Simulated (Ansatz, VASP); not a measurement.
**One calculation of YB3, two programs**

```xyz
8
Lattice="8.2718 0.0000 0.0000 0.0000 3.1003 0.0000 0.0000 0.0000 3.4973" Properties=species:S:1:pos:R:3 pbc="T T T"
Y     2.0679    0.0000    3.3314
Y     6.2038    0.0000    0.1659
B     4.2696    1.5501    2.6472
B     0.1337    1.5501    0.8501
B     0.0000    0.0000    1.7487
B     4.1359    0.0000    1.7487
B     8.1381    1.5501    2.6472
B     4.0022    1.5501    0.8501
```

Change from the starting cell: the structure that the rattled cell fell into.

Alike in both runs: task single point; functional PBE; k mesh 2 × 6 × 6; occupations gaussian, width 0.1 eV; no spin polarisation.

|  | VASP | Ansatz |
| --- | --- | --- |
| version | VASP 6.6.1 | Ansatz 0.2.0 |
| potentials or method | VASP PAW PBE potentials, release 64 (Y_sv, B), cutoff 520 eV | scalar-relativistic, plane waves, PAW |
| valence electrons in the cell | 40 | 40 |

VASP gave:

| Property | Result |
| --- | --- |
| gap on the k mesh at the Fermi level (eV) | none |
| pressure (GPa) | 0.2 |
| traceless stress, the component that is largest in VASP (GPa) | 0.26 |
| rms of the force components (eV/Å) | 0.071 |

What did Ansatz give for the same quantities?

gap on the k mesh at the Fermi level (eV): none; pressure (GPa): 0.3; traceless stress, the component that is largest in VASP (GPa): 0.24; rms of the force components (eV/Å): 0.070.

Atom by atom the forces differ by 0.001 eV/Å (rms over components). A gap of «none» marks a metal or a gap that the smearing closes. With one functional, cell and mesh, what is left measures potentials, basis and numerics.

The k mesh is coarse, so the values compare programs but aren't converged.
